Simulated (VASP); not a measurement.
# Sn3Pb5Se8 (R-3m) in VASP: notebook, part 2 of 2

VASP 6.6.1.

## 3. Relaxation of cell and atoms, PBEsol

This run uses another cell than the first one, of 27.64 Å³/atom.

The input, INCAR:

```
SYSTEM = Sn3Pb5Se8
  PREC = Accurate
  ENCUT = 600
  EDIFF = 1E-7
  ISMEAR = 0
  SIGMA = 0.03
  LREAL = .FALSE.
  LASPH = .TRUE.
  NELM = 80
  ALGO = Normal
  ISIF = 3
  LWAVE = .FALSE.
  LCHARG = .FALSE.
  GGA = PS
  IBRION = 2
  NSW = 90
  EDIFFG = -0.005
  KPAR = 4
```

The input, KPOINTS:

```
regular mesh
0
G
  6 6 5
  0 0 0
```

The input, POSCAR:

```
Sn3Pb5Se8                               
1.0
   -0.0000000000      6.0468699671     -6.0468699671
   -6.0468699671      0.0000000000     -6.0468699671
   -6.0465112732      6.0465112732     -0.0003586939
  Sn              Pb              Se            
     3     5     8
Direct
     0.5000000000000000    0.5000000000000000    0.0000000000000000
     0.0000000000000000    0.5000000000000000    0.0000000000000000
     0.5000000000000000    0.0000000000000000    0.0000000000000000
     0.0000000000000000    0.0000000000000000    0.0000000000000000
     0.5000000000000000    0.5000000000000000    0.5000000000000000
     0.0000000000000000    0.5000000000000000    0.5000000000000000
     0.5000000000000000    0.0000000000000000    0.5000000000000000
     0.0000000000000000    0.0000000000000000    0.5000000000000000
     0.7499995542181408    0.7499995542181408    0.2444842935583456
     0.2555165980053724    0.7499995542181408    0.2444842935583456
     0.7499995542181408    0.2555165980053724    0.2444842935583456
     0.2527507215910986    0.2527507215910986    0.2417478352267043
     0.7472492784089014    0.7472492784089014    0.7582521647732958
     0.2500004457818590    0.7444834019946276    0.7555157064416543
     0.7444834019946276    0.2500004457818590    0.7555157064416543
     0.2500004457818590    0.2500004457818590    0.7555157064416543
```

Potentials or basis: VASP PAW PBE potentials, release 64 (Sn_d, Pb_d, Se).

Started as:

```sh
> cat potpaw_PBE.64/Sn_d/POTCAR potpaw_PBE.64/Pb_d/POTCAR potpaw_PBE.64/Se/POTCAR > POTCAR
> mpirun -np 4 vasp_std > vasp.out
```

OUTCAR:

```text
SYSTEM = Sn3Pb5Se8
   PREC = Accurate
   ENCUT = 600
   EDIFF = 1E-7
   ISMEAR = 0
   LREAL = .FALSE.
   LASPH = .TRUE.
   NELM = 80
   ISIF = 3
   GGA = PS
   IBRION = 2
   NSW = 90
   EDIFFG = -0.005

 ion  position               nearest neighbor table
   1  0.500  0.500  0.000-  10 2.99  11 2.99  14 2.99  15 2.99  12 2.99  13 2.99
   2  0.000  0.500  0.000-   9 2.99  16 2.99  14 2.99  11 2.99  12 2.99  13 2.99
   3  0.500  0.000  0.000-   9 2.99  16 2.99  15 2.99  10 2.99  12 2.99  13 2.99
   4  0.000  0.000  0.000-   9 3.02  10 3.02  11 3.02  14 3.02  15 3.02  16 3.02
   5  0.500  0.500  0.500-   9 3.02  10 3.02  11 3.02  14 3.02  15 3.02  16 3.02
   6  0.000  0.500  0.500-   9 3.06  10 3.06  15 3.06  16 3.06  12 3.06  13 3.06
[... 8 lines left out ...]
  15  0.744  0.250  0.756-   1 2.99   3 2.99   5 3.02   4 3.02   6 3.06   8 3.06
  16  0.250  0.250  0.756-   2 2.99   3 2.99   5 3.02   4 3.02   6 3.06   7 3.06

  LATTYP: Found a trigonal (rhomboedric) cell.
 ALAT       =     8.5510582551
 COS(alpha) =     0.4999406767

  Lattice vectors:

 A1 = (  -6.0465112732,  -0.0003586939,   6.0465112732)
 A2 = (   0.0003586939,   6.0465112732,   6.0465112732)
 A3 = (  -6.0465112732,   6.0465112732,  -0.0003586939)

Analysis of symmetry for initial positions (statically):
=====================================================================
 Subroutine PRICEL returns:
 Original cell was already a primitive cell.

 Routine SETGRP: Setting up the symmetry group for a
 trigonal (rhombohedral) supercell.

 Subroutine GETGRP returns: Found 12 space group operations
 (whereof 12 operations were pure point group operations)
 out of a pool of 12 trial point group operations.

The static configuration has the point symmetry D_3d.

Analysis of symmetry for dynamics (positions and initial velocities):
=====================================================================
 Subroutine PRICEL returns:
 Original cell was already a primitive cell.

 Routine SETGRP: Setting up the symmetry group for a
 trigonal (rhombohedral) supercell.

 Subroutine GETGRP returns: Found 12 space group operations
 (whereof 12 operations were pure point group operations)
 out of a pool of 12 trial point group operations.

The dynamic configuration has the point symmetry D_3d.

 Subroutine INISYM returns: Found 12 space group operations
 (whereof 12 operations are pure point group operations),
 and found     1 'primitive' translations

----------------------------------------------------------------------------------------

                                     Primitive cell

  volume of cell :     442.1639

  direct lattice vectors                    reciprocal lattice vectors
     0.000000000  6.046869967 -6.046869967     0.082689860  0.082684955 -0.082689860
    -6.046869967  0.000000000 -6.046869967    -0.082684955 -0.082689860 -0.082689860
    -6.046511273  6.046511273 -0.000358694    -0.082694765  0.082694765  0.082694765

  length of vectors
[... 182 lines left out ...]
  energy without entropy =      -71.44810211  energy(sigma->0) =      -71.44824181

------------------------ aborting loop because EDIFF is reached ----------------------------------------

  FORCE on cell =-STRESS in cart. coord.  units (eV):
  Direction    XX          YY          ZZ          XY          YZ          ZX
  --------------------------------------------------------------------------------------
  -------------------------------------------------------------------------------------
  Total        0.0914747      0.0914747      0.0914747     -0.0256472      0.0256472     -0.0256472
  in kB        0.3314580      0.3314580      0.3314580     -0.0929324      0.0929324     -0.0929324
  external PRESSURE =       0.3314580 kB  Pullay stress =       0.0000000 kB

 VOLUME and BASIS-vectors are now :
 -----------------------------------------------------------------------------
  energy-cutoff  :      600.00
  volume of cell :      442.16
      direct lattice vectors                 reciprocal lattice vectors
     0.000000000  6.046869967 -6.046869967     0.082689860  0.082684955 -0.082689860
    -6.046869967  0.000000000 -6.046869967    -0.082684955 -0.082689860 -0.082689860
    -6.046511273  6.046511273 -0.000358694    -0.082694765  0.082694765  0.082694765

 POSITION                                       TOTAL-FORCE (eV/Angst)
 -----------------------------------------------------------------------------------
     -3.02343      3.02343     -6.04687        -0.000000      0.000000      0.000000
     -3.02343      0.00000     -3.02343         0.000000     -0.000000      0.000000
      0.00000      3.02343     -3.02343         0.000000      0.000000      0.000000
      0.00000      0.00000      0.00000         0.000000      0.000000      0.000000
     -6.04669      6.04669     -6.04705        -0.000000      0.000000      0.000000
     -6.04669      3.02326     -3.02361         0.000000      0.000000      0.000000
[... 8 lines left out ...]
     -6.07995      9.07003     -6.01379        -0.002125     -0.000024      0.002125
     -6.07995      6.07995     -3.02371        -0.002125      0.002125     -0.000024
 -----------------------------------------------------------------------------------
    total drift:                                0.000000      0.000000      0.000000

  FREE ENERGIE OF THE ION-ELECTRON SYSTEM (eV)
  ---------------------------------------------------
  free  energy   TOTEN  =       -71.4483815085 eV

  energy  without entropy=      -71.4481021080  energy(sigma->0) =      -71.44824181

--------------------------------------- Ionic step        2  -------------------------------------------

 number of electron     159.9999999 magnetization

 Free energy of the ion-electron system (eV)
  ---------------------------------------------------
  ext. energy  EPLUGINS =         0.00000000
  ---------------------------------------------------
  free energy    TOTEN  =       -71.44842697 eV

  energy without entropy =      -71.44814734  energy(sigma->0) =      -71.44828716

 E-fermi :   5.3902     XC(G=0):  -9.8197

 val. band max:        5.3805294638   @ k =   0.0000   0.0000   0.0000
 cond. band min:       5.6384227712   @ k =   0.0000   0.0000   0.0000
 fundamental gap:      0.2578933074
 Fermi energy:         5.3901887048

 k-point     1 :       0.0000    0.0000    0.0000
  band No.  band energies     occupation
      1     -16.0645      2.00000
      2     -16.0586      2.00000
      3     -16.0586      2.00000
      4     -16.0485      2.00000
      5     -16.0485      2.00000
      6     -16.0475      2.00000
[... 2269 lines left out ...]
     91       8.6666      0.00000
     92       8.7048      0.00000

 [... further k-points ...]

 [bands above 92 left out]

------------------------ aborting loop because EDIFF is reached ----------------------------------------

  FORCE on cell =-STRESS in cart. coord.  units (eV):
  Direction    XX          YY          ZZ          XY          YZ          ZX
  --------------------------------------------------------------------------------------
  -------------------------------------------------------------------------------------
  Total       -0.0281018     -0.0281018     -0.0281018     -0.0181955      0.0181955     -0.0181955
  in kB       -0.1017423     -0.1017423     -0.1017423     -0.0658766      0.0658766     -0.0658766
  external PRESSURE =      -0.1017423 kB  Pullay stress =       0.0000000 kB

 VOLUME and BASIS-vectors are now :
 -----------------------------------------------------------------------------
  energy-cutoff  :      600.00
  volume of cell :      442.53
      direct lattice vectors                 reciprocal lattice vectors
     0.000000000  6.048070155 -6.048070155     0.082667060  0.082674937 -0.082667060
    -6.048070155 -0.000000000 -6.048070155    -0.082674937 -0.082667060 -0.082667060
    -6.048646523  6.048646523  0.000576367    -0.082659183  0.082659183  0.082659183

 POSITION                                       TOTAL-FORCE (eV/Angst)
 -----------------------------------------------------------------------------------
     -3.02404      3.02404     -6.04807        -0.000000     -0.000000      0.000000
     -3.02404      6.04807     -9.07211        -0.000000     -0.000000      0.000000
     -6.04807      3.02404     -9.07211        -0.000000      0.000000      0.000000
     -6.04807      6.04807    -12.09614        -0.000000     -0.000000      0.000000
     -6.04836      6.04836     -6.04778        -0.000000      0.000000      0.000000
     -6.04836      9.07239     -9.07182        -0.000000      0.000000      0.000000
[... 8 lines left out ...]
     -6.08197      9.07253     -6.01417        -0.001447     -0.000021      0.001447
     -6.08197      6.08197     -3.02361        -0.001447      0.001447     -0.000021
 -----------------------------------------------------------------------------------
    total drift:                               -0.000000      0.000000      0.000000

  FREE ENERGIE OF THE ION-ELECTRON SYSTEM (eV)
  ---------------------------------------------------
  free  energy   TOTEN  =       -71.4484269735 eV

  energy  without entropy=      -71.4481473449  energy(sigma->0) =      -71.44828716

 reached required accuracy - stopping structural energy minimisation
```

It took 36 min on 4 MPI ranks of Intel Xeon Platinum 8259CL at 2.50GHz (Skylake/Cascade Lake), shared host; peak memory 2.2 GiB.

What came out:

```
Free energy                           : -71.4484 eV
Relaxed volume                        : 27.66 Å³/atom
Relaxed cell                          : a = 8.553 Å, b = 8.553 Å, c = 8.554 Å, α = 60.00°, β = 60.00°, γ = 60.00°
Space group after relaxing (to 0.1 Å) : R-3m (No. 166)
Energy gained by relaxing             : 0.0 meV/atom
Ionic steps                           : 2
Pressure after relaxing               : 0.0 GPa
Largest force after relaxing          : 0.003 eV/Å
Band gap on the k mesh                : zero (filled and empty bands touch)
```

Forces in eV/Å, atoms in the order of the input:
```
Sn   0.000  0.000  0.000
Sn   0.000  0.000  0.000
Sn   0.000  0.000  0.000
Pb   0.000  0.000  0.000
Pb   0.000  0.000  0.000
Pb   0.000  0.000  0.000
Pb   0.000  0.000  0.000
Pb   0.000  0.000  0.000
Se   0.001 -0.001  0.000
Se   0.001  0.000 -0.001
Se   0.000 -0.001 -0.001
Se  -0.002  0.002  0.002
Se   0.002 -0.002 -0.002
Se   0.000  0.001  0.001
Se  -0.001  0.000  0.001
Se  -0.001  0.001  0.000
```

Final structure:
```yaml
crystal:
  lattice:
    - [0.00000, 6.04807, -6.04807]
    - [-6.04807, 0.00000, -6.04807]
    - [-6.04865, 6.04865, 0.00058]
  atoms:
    - { symbol: Sn, position: [0.50000, 0.50000, 0.00000] }
    - { symbol: Sn, position: [0.00000, 0.50000, 0.00000] }
    - { symbol: Sn, position: [0.50000, 0.00000, 0.00000] }
    - { symbol: Pb, position: [0.00000, 0.00000, 0.00000] }
    - { symbol: Pb, position: [0.50000, 0.50000, 0.50000] }
    - { symbol: Pb, position: [0.00000, 0.50000, 0.50000] }
    - { symbol: Pb, position: [0.50000, 0.00000, 0.50000] }
    - { symbol: Pb, position: [0.00000, 0.00000, 0.50000] }
    - { symbol: Se, position: [0.75000, 0.75000, 0.24447] }
    - { symbol: Se, position: [0.25553, 0.75000, 0.24447] }
    - { symbol: Se, position: [0.75000, 0.25553, 0.24447] }
    - { symbol: Se, position: [0.25274, 0.25274, 0.24177] }
    - { symbol: Se, position: [0.74726, 0.74726, 0.75823] }
    - { symbol: Se, position: [0.25000, 0.74447, 0.75553] }
    - { symbol: Se, position: [0.74447, 0.25000, 0.75553] }
    - { symbol: Se, position: [0.25000, 0.25000, 0.75553] }
```

Caveat: semilocal functionals underestimate gaps, so a narrow gap can read as zero; the PAW data sets were made with another functional, which shifts forces and pressure a little; spin-orbit coupling is left out, which moves the levels of the heavy elements.
